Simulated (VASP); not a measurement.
Write the native input for VASP 6.6.1 that does the following.

- Task: single point
- Functional: PBEsol
- Potentials or basis: VASP PAW PBE potentials, release 64 (Y_sv)
- Cutoff: 500 eV
- k mesh: 7 × 7 × 7
- Occupations: fermi-dirac, width 0.1 eV
- Spin: no spin polarisation
- Dipole correction: no
- Further INCAR settings: ALGO = Normal; EDIFF = 1e-06; NBANDS = 12

The structure of Y lies in POSCAR:

```
Y
1.0
    3.2044594299      0.0000000000      0.0000000000
    0.0000000000      3.2044594299      0.0000000000
    0.0000000000      0.0000000000      3.2044594299
Y
1
Direct
    0.0000000000      0.0000000000      0.0000000000
```

This isn't the form of Y at room conditions, which is hcp.

These files were run (other wordings do the same):

INCAR

```
SYSTEM = Y
PREC = Accurate ; ENCUT = 500
EDIFF = 1E-6 ; ISMEAR = -1
SIGMA = 0.1 ; LREAL = .False.
LASPH = .True. ; NELM = 120
ALGO = Normal ; ISIF = 2
LWAVE = .False. ; LCHARG = .False.
GGA = PS ; NBANDS = 12
GGA_COMPAT = .False.
```

KPOINTS

```
regular mesh
0
Gamma
  7 7 7
  0 0 0
```

Potentials or basis: VASP PAW PBE potentials, release 64 (Y_sv).

Launch:

```bash
$ cat potpaw_PBE.64/Y_sv/POTCAR > POTCAR
$ mpirun -np 1 vasp_std > vasp.out
```

Results of the run:

```yaml
Pressure: 0.0 GPa
Band_gap_on_the_k_mesh: zero (an odd number of electrons rules out a gap without spin polarisation)
```

Caveat: the PAW data sets were made with another functional, which shifts forces and pressure a little.

Run time: 4.9 s on 1 thread of Intel(R) Xeon(R) 6975P-C (Granite Rapids), with other jobs on the host, peak memory 0.14 GiB.
